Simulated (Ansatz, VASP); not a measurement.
## Two plane-wave programs on K2SiB2

The input INCAR:

```
  ALGO = Normal
  EDIFF = 1E-6
  EDIFFG = -0.04
  ENCUT = 600
  GGA = PE
  IBRION = 2
  ISIF = 3
  ISMEAR = 0
  LASPH = True
  LCHARG = False
  LREAL = False
  LWAVE = False
  NELM = 80
  NSW = 90
  PREC = Accurate
  SIGMA = 0.1
```

The input KPOINTS:

```
k-points
0
Gamma
  6 6 4
```

The input POSCAR:

```
K2SiB2
1.0
    5.0053854600      0.0000000000      0.0000000000
   -2.5026927300      4.3347909700      0.0000000000
    0.0000000000      0.0000000000      4.8708532700
K Si B
2 1 2
Direct
    0.3333333300      0.6666666700      0.2757999900
    0.6666666700      0.3333333300      0.7242000100
    0.0000000000      0.0000000000      0.0000000000
    0.0000000000      0.0000000000      0.3794000100
    0.0000000000      0.0000000000      0.6205999900
```

Input for Ansatz:

```yaml
crystal:
  lattice:
    - [5.00538546, 0.0, 0.0]
    - [-2.50269273, 4.33479097, 0.0]
    - [0.0, 0.0, 4.87085327]
  atoms:
    - { symbol: K, position: [0.33333333, 0.66666667, 0.27579999] }
    - { symbol: K, position: [0.66666667, 0.33333333, 0.72420001] }
    - { symbol: Si, position: [0.0, 0.0, 0.0] }
    - { symbol: B, position: [0.0, 0.0, 0.37940001] }
    - { symbol: B, position: [0.0, 0.0, 0.62059999] }
basis:
  ecutwfc: 420
kpoints:
  mp_grid: { grid: [6, 6, 4] }
hamiltonian:
  xc: pbe
scf:
  occupations: { method: gaussian, width: 0.1 }
  lower_state_search: "off"
output:
  forces: true
  stress: true
  eigenvalues: true
relax:
  adjacent_minimum: "off"
  f_tol: 0.04
  max_steps: 70
  cell: { stress_tol: 0.4 }
```

Change from the starting cell: species swapped into the Rb2PtC2 type (P-3m1, No. 164).

Alike in both runs: task relaxation of cell and atoms; functional PBE; k mesh 6 × 6 × 4; occupations gaussian, width 0.1 eV; no spin polarisation.

```csv
,VASP,Ansatz
version,VASP 6.6.1,Ansatz 0.2.0
potentials or method,"VASP PAW PBE potentials, release 64 (K_sv, Si, B), cutoff 600 eV","scalar-relativistic, plane waves, PAW"
valence electrons in the cell,28,28
```

VASP gave:

| Quantity | Value |
| --- | --- |
| gap on the k mesh at the Fermi level, each at its own relaxed structure (eV) | none |
| relaxed volume (Å³/atom) | 27.22 |
| relaxed length of the cell vector where the two differ most in proportion (Å) | 5.469 |

What did Ansatz give for the same quantities?

gap on the k mesh at the Fermi level, each at its own relaxed structure (eV): none; relaxed volume (Å³/atom): 27.10; relaxed length of the cell vector where the two differ most in proportion (Å): 5.459.

A gap of «none» marks a metal or a gap that the smearing closes.

Noted on VASP's run: the volume moved by over 15 % at a fixed basis, so the end points are rough.
